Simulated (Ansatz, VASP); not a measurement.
Au3C: VASP beside Ansatz

```
CELL_PARAMETERS angstrom
2.94020 0.00000 0.00000
-1.47010 2.54629 0.00000
0.00000 0.00000 21.89749
ATOMIC_POSITIONS crystal
Au 0.66667 0.33333 0.18267
Au 0.33333 0.66667 0.29452
Au 0.00000 0.00000 0.40632
C 0.44444 0.55556 0.49355
```

Alike in both runs: task single point; functional PBE; k mesh 9 × 9 × 1; occupations gaussian, width 0.1 eV; no spin polarisation.

|  | VASP | Ansatz |
| --- | --- | --- |
| version | VASP 6.6.1 | Ansatz 0.2.0 |
| potentials or method | VASP PAW PBE potentials, release 64 (Au, C), cutoff 520 eV | scalar-relativistic, plane waves, PAW |
| valence electrons in the cell | 37 | 61 |

```csv
,VASP,Ansatz,Ansatz less VASP
gap on the k mesh at the Fermi level (eV),none,none,-
rms of the force components (eV/Å),0.616,0.620,+0.0038
```

Atom by atom the forces differ by 0.004 eV/Å (rms over components). A gap of «none» marks a metal or a gap that the smearing closes. With one functional, cell and mesh, what is left measures potentials, basis and numerics. VASP's potentials hold 37 valence electrons a cell and Ansatz's 61, so a difference there can come from the potentials and not from the codes.

Neither program's run includes spin-orbit coupling.
